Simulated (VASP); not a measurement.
Write the native input for VASP 6.6.1 that does the following.

- Task: single point
- Functional: PBEsol
- Potentials or basis: VASP PAW PBE potentials, release 64 (Mg, O)
- Cutoff: 520 eV
- k mesh: 10 × 10 × 10
- Occupations: gaussian, width 0.05 eV
- Spin: no spin polarisation
- Dipole correction: no
- Further INCAR settings: ALGO = Normal; EDIFF = 1e-06; NBANDS = 11

The structure of MgO lies in POSCAR:

```
MgO
1.0
    0.0000000000      2.1351500000      2.1351500000
    2.1351500000      0.0000000000      2.1351500000
    2.1351500000      2.1351500000      0.0000000000
Mg O
1 1
Direct
    0.0702526755      0.0702526755     -0.0702526755
    0.5000000000      0.5000000000      0.5000000000
```

This cell differs from its parent crystal: all Mg atoms moved -0.300 Å, as atom 1 towards its neighbour atom 2 (O) at 2.135 Å.

One way to write it, as run:

INCAR

```
PREC = Accurate
ENCUT = 520
EDIFF = 1E-6
ISMEAR = 0
SIGMA = 0.05
LREAL = F
LASPH = T
NELM = 80
ALGO = Normal
ISIF = 2
LWAVE = F
LCHARG = T
GGA = PS
LELF = T
LVHAR = T
NBANDS = 11
```

KPOINTS

```
regular mesh
0
Gamma
  10 10 10
```

Potentials or basis: VASP PAW PBE potentials, release 64 (Mg, O).

Launch:

```console
$ cat potpaw_PBE.64/Mg/POTCAR potpaw_PBE.64/O/POTCAR > POTCAR
$ mpirun -np 1 vasp_std > vasp.out
```

It gave:

| Item | Value |
| --- | --- |
| Pressure | 2.4 GPa |
| Largest force | 2.333 eV/Å |
| Band gap on the k mesh | 4.24 eV, direct |

Caveat: the cell differs from its parent crystal (all Mg atoms moved -0.300 Å, as atom 1 towards its neighbour atom 2 (O) at 2.135 Å); the PAW data sets were made with another functional, which shifts forces and pressure a little.

It took 16 s on 1 thread of AMD EPYC 9R45 96-Core Processor (Zen 5), on a shared host, peak memory 0.12 GiB.
